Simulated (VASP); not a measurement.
PbSe, 2 atoms in the cell. It takes space group I4/mmm (No. 139, tetragonal). The conventional cell has a = 4.467 Å, b = 4.467 Å, c = 6.177 Å, α = 90.00°, β = 90.00°, γ = 90.00°. Pb (site symmetry 4/mmm) has 6 Se at 3.09 to 3.16 Å within 4.1 Å. Se (site symmetry 4/mmm) has 6 Pb at 3.09 to 3.16 Å within 4.1 Å.  This cell differs from its parent crystal: biaxial xy strain +2.3%.

```yaml
Program: VASP 6.6.1
Task: single point
Functional: r2SCAN
Potentials_or_basis: VASP PAW PBE potentials, release 64 (Pb_d, Se)
Cutoff: 520 eV
k_mesh: 8 × 8 × 8
Occupations: gaussian, width 0.01 eV
Spin: no spin polarisation
Dipole_correction: no
Further_INCAR_settings: ALGO = Normal; EDIFF = 1e-06; NBANDS = 17
```

Potentials or basis: VASP PAW PBE potentials, release 64 (Pb_d, Se).

The run is started by

```console
$ cat potpaw_PBE.64/Pb_d/POTCAR potpaw_PBE.64/Se/POTCAR > POTCAR
$ cp INCAR.step1 INCAR
$ mpirun -np 1 vasp_std > vasp.out
$ cp INCAR.step2 INCAR
$ mpirun -np 1 vasp_std > vasp.out
```

Hardware: 1 thread of Intel Xeon 8259CL (shared host).

Task: How long does it take, and how much memory?

Result: It took 7.4 min on 1 thread of Intel Xeon 8259CL (shared host), peak memory 0.25 GiB. Counts: k points 59.
